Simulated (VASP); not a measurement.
# TaAl3 (I4/mmm) in VASP: notebook

TaAl3 is run at these levels: LDA; tasks: single point.

Everything below comes from runs of VASP 6.6.1. Logs are shortened: lines on timing, memory, paths and dates and some standing lists are left out, and cuts for length are marked.

### Step 1. The cell of the first run

The structure is tetragonal, space group I4/mmm (No. 139). Conventional cell: a = 3.796 Å, b = 3.796 Å, c = 8.441 Å, α = 90.00°, β = 90.00°, γ = 90.00°. Within 3.5 Å of Ta (site symmetry 4/mmm) lie 12 Al at 2.68 to 2.84 Å. Al (site symmetry 4/mmm) has 4 Ta at 2.68 Å and 8 Al at 2.84 Å within 3.5 Å. Al (site symmetry -4m2) has 8 Al at 2.68 to 2.84 Å and 4 Ta at 2.84 Å within 3.5 Å.

### Step 2. Single point, LDA

INCAR

```
ALGO = Fast ; EDIFF = 1E-7
ENCUT = 520 ; ISIF = 2
ISMEAR = 0 ; LASPH = T
LCHARG = F ; LREAL = F
LWAVE = F ; NBANDS = 18
NELM = 100 ; PREC = Accurate
SIGMA = 0.1
```

KPOINTS

```
k-points
0
Gamma
  16 16 16
```

POSCAR

```
TaAl3
1.0
   -1.8981732577      1.8981732577      4.2203046806
    1.8981732577     -1.8981732577      4.2203046806
    1.8981732577      1.8981732577     -4.2203046806
Ta Al
1 3
Direct
    0.5000000000      0.5000000000      0.0000000000
    0.0000000000      0.0000000000      0.0000000000
    0.7500000000      0.2500000000      0.5000000000
    0.2500000000      0.7500000000      0.5000000000
```

Potentials or basis: VASP PAW LDA potentials, release 64 (Ta_pv, Al).

Started as:

```sh
$ cat potpaw_LDA.64/Ta_pv/POTCAR potpaw_LDA.64/Al/POTCAR > POTCAR
$ mpirun -np 1 vasp_std > vasp.out
```

OUTCAR:

```text
EDIFF = 1E-7
   ENCUT = 520
   ISIF = 2
   ISMEAR = 0
   LASPH = T
   LREAL = F
   NELM = 100
   PREC = Accurate

 ion  position               nearest neighbor table
   1  0.500  0.500  0.000-   2 2.68   2 2.68   2 2.68   2 2.68   4 2.84   3 2.84   4 2.84   3 2.84
                             4 2.84   4 2.84   3 2.84   3 2.84
   2  0.000  0.000  0.000-   1 2.68   1 2.68   1 2.68   1 2.68   4 2.84   3 2.84   4 2.84   4 2.84
                             3 2.84   3 2.84   4 2.84   3 2.84
   3  0.750  0.250  0.500-   4 2.68   4 2.68   4 2.68   4 2.68   2 2.84   1 2.84   2 2.84   2 2.84
                             1 2.84   1 2.84   2 2.84   1 2.84
   4  0.250  0.750  0.500-   3 2.68   3 2.68   3 2.68   3 2.68   2 2.84   1 2.84   2 2.84   1 2.84
                             2 2.84   2 2.84   1 2.84   1 2.84

  LATTYP: Found a body centered tetragonal cell.
 ALAT       =     3.7963465154
 C/A-ratio  =     2.2233506154

  Lattice vectors:

 A1 = (  -1.8981732577,   1.8981732577,   4.2203046806)
 A2 = (   1.8981732577,  -1.8981732577,   4.2203046806)
 A3 = (   1.8981732577,   1.8981732577,  -4.2203046806)

Analysis of symmetry for initial positions (statically):
=====================================================================
 Subroutine PRICEL returns:
 Original cell was already a primitive cell.

 Routine SETGRP: Setting up the symmetry group for a
 body centered tetragonal supercell.

 Subroutine GETGRP returns: Found 16 space group operations
 (whereof 16 operations were pure point group operations)
 out of a pool of 16 trial point group operations.

The static configuration has the point symmetry D_4h.

Analysis of symmetry for dynamics (positions and initial velocities):
=====================================================================
 Subroutine PRICEL returns:
 Original cell was already a primitive cell.

 Routine SETGRP: Setting up the symmetry group for a
 body centered tetragonal supercell.

 Subroutine GETGRP returns: Found 16 space group operations
 (whereof 16 operations were pure point group operations)
 out of a pool of 16 trial point group operations.

The dynamic configuration has the point symmetry D_4h.

 Subroutine INISYM returns: Found 16 space group operations
 (whereof 16 operations are pure point group operations),
 and found     1 'primitive' translations

----------------------------------------------------------------------------------------

                                     Primitive cell

  volume of cell :      60.8241

  direct lattice vectors                    reciprocal lattice vectors
    -1.898173258  1.898173258  4.220304681     0.000000000  0.263411150  0.118474859
     1.898173258 -1.898173258  4.220304681     0.263411150  0.000000000  0.118474859
     1.898173258  1.898173258 -4.220304681     0.263411150  0.263411150  0.000000000

  length of vectors
     5.001709211  5.001709211  5.001709211     0.288828194  0.288828194  0.372519620

  position of ions in fractional coordinates (direct lattice)
     0.500000000  0.500000000  0.000000000
     0.000000000  0.000000000  0.000000000
     0.750000000  0.250000000  0.500000000
     0.250000000  0.750000000  0.500000000

  ion indices of the primitive-cell ions
   primitive index   ion index
                 1           1
                 2           2
                 3           3
                 4           4

----------------------------------------------------------------------------------------

 KPOINTS: k-points

Automatic generation of k-mesh.
 Grid dimensions read from file:
 generate k-points for:   16   16   16

 Generating k-lattice:

  Cartesian coordinates                     Fractional coordinates (reciprocal lattice)
     0.000000000  0.016463197  0.007404679     0.062500000 -0.000000000  0.000000000
     0.016463197  0.000000000  0.007404679    -0.000000000  0.062500000  0.000000000
     0.016463197  0.016463197  0.000000000     0.000000000  0.000000000  0.062500000

  Length of vectors
     0.018051762  0.018051762  0.023282476

  Shift w.r.t. Gamma in fractional coordinates (k-lattice)
     0.000000000  0.000000000  0.000000000

 Subroutine IBZKPT returns following result:
 ===========================================

 Found    349 irreducible k-points:

 Following reciprocal coordinates:
            Coordinates               Weight
  0.000000  0.000000  0.000000      1.000000
  0.062500 -0.000000  0.000000      8.000000
  0.125000 -0.000000  0.000000      8.000000
  0.187500 -0.000000  0.000000      8.000000
  0.250000 -0.000000  0.000000      8.000000
  0.312500 -0.000000  0.000000      8.000000
[... 16 lines left out ...]
 -0.125000  0.062500 -0.000000     16.000000
 -0.062500  0.062500  0.000000      4.000000
 [... further k-points ...]
   k-points           NKPTS =    349   k-points in BZ     NKDIM =    349   number of bands    NBANDS=     18
   number of dos      NEDOS =    301   number of ions     NIONS =      4
   total plane-waves  NPLWV =  64000
   dimension x,y,z NGX =    40 NGY =   40 NGZ =   40
   dimension x,y,z NGXF=    80 NGYF=   80 NGZF=   80
   ions per type =               1   3
   NGX,Y,Z   is equivalent  to a cutoff of  13.30, 13.30, 13.30 a.u.
   NGXF,Y,Z  is equivalent  to a cutoff of  26.59, 26.59, 26.59 a.u.
 SYSTEM =  unknown system
   PREC   = accura    normal or accurate (medium, high low for compatibility)
   ISTART =      0    job   : 0-new  1-cont  2-samecut
   ICHARG =      2    charge: 1-file 2-atom 10-const
   ISPIN  =      1    spin polarized calculation?
   LNONCOLLINEAR =      F non collinear calculations
   LSORBIT =      F    spin-orbit coupling
   LASPH  =      T    aspherical Exc in radial PAW
   ENCUT  =  520.0 eV  38.22 Ry    6.18 a.u.   9.30  9.30  9.30*2*pi/ulx,y,z
   NELM   =    100;   NELMIN=  2; NELMDL= -5     # of ELM steps
   EDIFF  = 0.1E-06   stopping-criterion for ELM
   LREAL  =      F    real-space projection
   EDIFFG = 0.1E-05   stopping-criterion for IOM
   NSW    =      0    number of steps for IOM
   IBRION =     -1    ionic relax: 0-MD 1-quasi-New 2-CG
   NFREE  =      0    steps in history (QN), initial steepest desc. (CG)
   ISIF   =      2    stress and relaxation
   ISYM   =      2    0-nonsym 1-usesym 2-fastsym
   POTIM  = 0.5000    time-step for ionic-motion
   TEBEG  =    0.0;   TEEND  =   0.0 temperature during run
   PSTRESS=    0.0 pullay stress
   NELECT =      20.0000    total number of electrons
   NUPDOWN=      -1.0000    fix difference up-down
   EMIN   =  10.00;   EMAX   =-10.00  energy-range for DOS
   EFERMI =   0.00;   METHOD = LEGACY
   ISMEAR =     0;   SIGMA  =   0.10  broadening in eV -4-tet -1-fermi 0-gaus
   EFERMI_NEDOS =   21; number of points for ismear=-14 and -15
   IALGO  =     68    algorithm
   IMIX   =      4    mixing-type and parameters
     AMIX     =   0.40;   BMIX     =  1.00
     AMIX_MAG =   1.60;   BMIX_MAG =  1.00
  volume/ion in A,a.u.               =      15.21       102.62
  Fermi-wavevector in a.u.,A,eV,Ry     =   1.129951  2.135298 17.371777  1.276790
  Thomas-Fermi vector in A             =   2.266646
   LORBIT       =      0    0 simple, 1 ext, 2 COOP (PROOUT), +10 PAW based schemes
   GGA     = CA    functional components
   LHFCALC =     F    Hartree Fock is set to
   AEXX    =    0.0000 exact exchange contribution
   IVDW    =     0    specifies the selected vdW correction
   LEPSILON=     F    determine dielectric tensor
   LRPA    =     F    only Hartree local field effects (RPA)
 non-spin polarized calculation
 RMM-DIIS sequential band-by-band and
 Gauss-broadening in eV      SIGMA  =   0.10
  energy-cutoff  :      520.00
  volume of cell :       60.82
 maximum number of plane-waves:      1658
 NGX is ok and might be reduce to    40
   NGX = 19   NGY = 19   NGZ = 19

 number of electron      20.0000001 magnetization

 Free energy of the ion-electron system (eV)
  ---------------------------------------------------
  ext. energy  EPLUGINS =         0.00000000
  ---------------------------------------------------
  free energy    TOTEN  =       -26.74008838 eV

  energy without entropy =      -26.73692004  energy(sigma->0) =      -26.73850421

 E-fermi :   8.2259     XC(G=0): -11.4397

 val. band max:        8.2155515007   @ k =  -0.1875  -0.2500   0.1875
 cond. band min:       8.2309930434   @ k =  -0.3750   0.3750   0.3750
 fundamental gap:      0.0154415427
 Fermi energy:         8.2258646433

 k-point     1 :       0.0000    0.0000    0.0000
  band No.  band energies     occupation
      1     -25.7895      2.00000
      2     -25.7895      2.00000
      3     -25.5986      2.00000
      4      -2.8565      2.00000
      5       4.1347      2.00000
      6       5.2268      2.00000
[... 10 lines left out ...]
     17      13.3304      0.00000
     18      14.5607      0.00000

 k-point     2 :       0.0625   -0.0000    0.0000
  band No.  band energies     occupation
      1     -25.7917      2.00000
      2     -25.7894      2.00000
      3     -25.5985      2.00000
      4      -2.8012      2.00000
      5       4.0542      2.00000
      6       5.1625      2.00000
[... 10 lines left out ...]
     17      13.5039      0.00000
     18      14.6669      0.00000

 k-point     3 :       0.1250   -0.0000    0.0000
  band No.  band energies     occupation
      1     -25.7981      2.00000
      2     -25.7889      2.00000
      3     -25.5983      2.00000
      4      -2.6362      2.00000
      5       3.8380      2.00000
      6       4.8944      2.00000
[... 10 lines left out ...]
     17      13.8904      0.00000
     18      15.0078      0.00000

 k-point     4 :       0.1875   -0.0000    0.0000
  band No.  band energies     occupation
      1     -25.8076      2.00000
      2     -25.7883      2.00000
      3     -25.5979      2.00000
      4      -2.3647      2.00000
      5       3.5113      2.00000
      6       4.4945      2.00000
[... 10 lines left out ...]
     17      13.9622      0.00000
     18      15.0889      0.00000

 k-point     5 :       0.2500   -0.0000    0.0000
  band No.  band energies     occupation
      1     -25.8188      2.00000
      2     -25.7876      2.00000
      3     -25.5974      2.00000
      4      -1.9917      2.00000
      5       3.0599      2.00000
      6       4.0887      2.00000
[... 10 lines left out ...]
     17      13.7646      0.00000
     18      14.6076      0.00000

 k-point     6 :       0.3125   -0.0000    0.0000
  band No.  band energies     occupation
      1     -25.8300      2.00000
      2     -25.7869      2.00000
      3     -25.5969      2.00000
      4      -1.5245      2.00000
      5       2.4732      2.00000
      6       3.7539      2.00000
[... 10 lines left out ...]
     17      14.1936      0.00000
     18      14.3411      0.00000

 k-point     7 :       0.3750   -0.0000    0.0000
  band No.  band energies     occupation
      1     -25.8394      2.00000
      2     -25.7863      2.00000
      3     -25.5965      2.00000
      4      -0.9726      2.00000
      5       1.7894      2.00000
      6       3.5133      2.00000
[... 10 lines left out ...]
     17      14.4815      0.00000
     18      14.5968      0.00000

 k-point     8 :       0.4375   -0.0000    0.0000
  band No.  band energies     occupation
      1     -25.8457      2.00000
      2     -25.7859      2.00000
      3     -25.5962      2.00000
      4      -0.3493      2.00000
      5       1.0671      2.00000
      6       3.3684      2.00000
[... 10 lines left out ...]
     17      14.1428      0.00000
     18      14.8398      0.00000
[... 229 lines left out ...]
     17      14.1221      0.00000
     18      14.7841      0.00000

 k-point    20 :      -0.3125    0.0625   -0.0000
  band No.  band energies     occupation
      1     -25.8297      2.00000
      2     -25.7890      2.00000
      3     -25.5964      2.00000
      4      -1.5588      2.00000
      5       2.6206      2.00000
      6       4.0140      2.00000
[... 10 lines left out ...]
     17      14.1237      0.00000
     18      14.3827      0.00000

 k-point    21 :      -0.2500    0.0625   -0.0000
  band No.  band energies     occupation
      1     -25.8186      2.00000
      2     -25.7897      2.00000
      3     -25.5969      2.00000
      4      -2.0097      2.00000
      5       3.2551      2.00000
      6       4.3200      2.00000
[... 10 lines left out ...]
     17      13.7901      0.00000
     18      14.7274      0.00000

 k-point    22 :      -0.1875    0.0625   -0.0000
  band No.  band energies     occupation
      1     -25.8074      2.00000
      2     -25.7905      2.00000
      3     -25.5974      2.00000
      4      -2.3651      2.00000
      5       3.7981      2.00000
      6       4.5801      2.00000
[... 10 lines left out ...]
     17      13.9196      0.00000
     18      14.9259      0.00000

 k-point    23 :      -0.1250    0.0625   -0.0000
  band No.  band energies     occupation
      1     -25.7979      2.00000
      2     -25.7911      2.00000
      3     -25.5979      2.00000
      4      -2.6183      2.00000
      5       4.1599      2.00000
      6       4.7970      2.00000
[... 10 lines left out ...]
     17      13.9216      0.00000
     18      14.7743      0.00000

 k-point    24 :      -0.0625    0.0625    0.0000
  band No.  band energies     occupation
      1     -25.7917      2.00000
      2     -25.7914      2.00000
      3     -25.5983      2.00000
      4      -2.7645      2.00000
      5       4.2192      2.00000
      6       4.9830      2.00000
[... 10 lines left out ...]
     17      13.5722      0.00000
     18      14.7339      0.00000

 [... further k-points ...]

------------------------ aborting loop because EDIFF is reached ----------------------------------------

  FORCE on cell =-STRESS in cart. coord.  units (eV):
  Direction    XX          YY          ZZ          XY          YZ          ZX
  --------------------------------------------------------------------------------------
  -------------------------------------------------------------------------------------
  Total        0.1175284      0.1175284      0.1408354      0.0000000      0.0000000      0.0000000
  in kB        3.0958362      3.0958362      3.7097685      0.0000000      0.0000000      0.0000000
  external PRESSURE =       3.3004803 kB  Pullay stress =       0.0000000 kB

 VOLUME and BASIS-vectors are now :
 -----------------------------------------------------------------------------
  energy-cutoff  :      520.00
  volume of cell :       60.82
      direct lattice vectors                 reciprocal lattice vectors
    -1.898173258  1.898173258  4.220304681     0.000000000  0.263411150  0.118474859
     1.898173258 -1.898173258  4.220304681     0.263411150  0.000000000  0.118474859
     1.898173258  1.898173258 -4.220304681     0.263411150  0.263411150  0.000000000

 POSITION                                       TOTAL-FORCE (eV/Angst)
 -----------------------------------------------------------------------------------
      0.00000      0.00000      4.22030        -0.000000     -0.000000      0.000000
      0.00000      0.00000      0.00000        -0.000000     -0.000000      0.000000
      0.00000      1.89817      2.11015        -0.000000      0.000000     -0.000000
      1.89817      0.00000      2.11015         0.000000     -0.000000      0.000000
 -----------------------------------------------------------------------------------
    total drift:                               -0.000000     -0.000000      0.000000

  FREE ENERGIE OF THE ION-ELECTRON SYSTEM (eV)
  ---------------------------------------------------
  free  energy   TOTEN  =       -26.7400883765 eV

  energy  without entropy=      -26.7369200448  energy(sigma->0) =      -26.73850421
```

Run time: 8.1 min. Hardware: 1 thread of AMD EPYC 7R13 (Zen 3), shared host; peak memory 0.44 GiB.

What came out:

* Free energy: -26.7401 eV
* Pressure: 0.3 GPa
* Band gap on the k mesh: zero (bands 10 and 11 overlap by 0.43 eV)

Caveat: spin-orbit coupling is left out, which moves the levels of the heavy elements.

### Step 3. Single point, LDA

INCAR

```
SYSTEM = TaAl3
ALGO = Fast ; EDIFF = 1E-7
ENCUT = 520 ; ISIF = 2
ISMEAR = -1 ; LASPH = .TRUE.
LCHARG = .FALSE. ; LREAL = .FALSE.
LWAVE = .FALSE. ; NBANDS = 18
NELM = 80 ; PREC = Accurate
SIGMA = 0.15
```

KPOINTS

```
k-points
0
G
  16 16 16
  0 0 0
```

POSCAR

```
TaAl3
1.0
   -1.8984199931      1.8984199931      4.2220893278
    1.8984199931     -1.8984199931      4.2220893278
    1.8984199931      1.8984199931     -4.2220893278
Ta Al
1 3
Direct
    0.5000000000      0.5000000000      0.0000000000
    0.0000000000      0.0000000000      0.0000000000
    0.7500000000      0.2500000000      0.5000000000
    0.2500000000      0.7500000000      0.5000000000
```

Potentials or basis: VASP PAW LDA potentials, release 64 (Ta_pv, Al).

Started as:

```sh
$ cat potpaw_LDA.64/Ta_pv/POTCAR potpaw_LDA.64/Al/POTCAR > POTCAR
$ mpirun -np 1 vasp_std > vasp.out
```

Wall time 8.3 min (1 thread of AMD EPYC 7R13 (Zen 3), shared host); peak memory 0.44 GiB.

Results (log left out):

```
Free energy            : -26.7631 eV
Pressure               : 0.4 GPa
Band gap on the k mesh : zero (bands 10 and 11 overlap by 0.43 eV)
```

Levels at points of the mesh, in eV from the Fermi level:
| k point | band 8 | band 9 | band 10 | band 11 | band 12 | band 13 |
| --- | --- | --- | --- | --- | --- | --- |
| (0.00, 0.00, 0.00) | -2.34 | -2.34 | 0.10 | 1.37 | 1.37 | 1.81 |
| (0.50, 0.00, 0.00) | -2.36 | -1.44 | -0.39 | 1.59 | 1.64 | 2.61 |
| (0.50, 0.50, 0.00) | -3.49 | -3.05 | -2.26 | 1.12 | 2.06 | 2.50 |
| (0.50, 0.50, 0.50) | -1.37 | -1.37 | -0.11 | -0.11 | 0.31 | 2.92 |

Caveat: spin-orbit coupling is left out, which moves the levels of the heavy elements.

The gap in the log of VASP goes by the Fermi energy; the results here count the filled bands.